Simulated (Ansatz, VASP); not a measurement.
## LiBr in VASP and in Ansatz

```
Li Br
1.0
     0.00000    2.75548    2.75548
     2.75548    0.00000    2.75548
     2.75548    2.75548    0.00000
Li Br
1 1
Direct
  0.00000 0.00000 0.00000
  0.50000 0.50000 0.50000
```

Alike in both runs: task single point; functional PBE; k mesh 10 × 10 × 10; occupations gaussian, width 0.05 eV; no spin polarisation.

|  | VASP | Ansatz |
| --- | --- | --- |
| version | VASP 6.6.1 | Ansatz 0.2.0 |
| potentials or method | VASP PAW PBE potentials, release 64 (Li_sv, Br), cutoff 750 eV | scalar-relativistic, plane waves, PAW |
| valence electrons in the cell | 10 | 10 |

```tsv
	VASP	Ansatz	Ansatz less VASP
gap on the k mesh at the Fermi level (eV)	4.92	4.91	-0.004
least direct gap on the mesh (eV)	4.92	4.91	-0.004
pressure (GPa)	0.0	0.0	+0.05
```
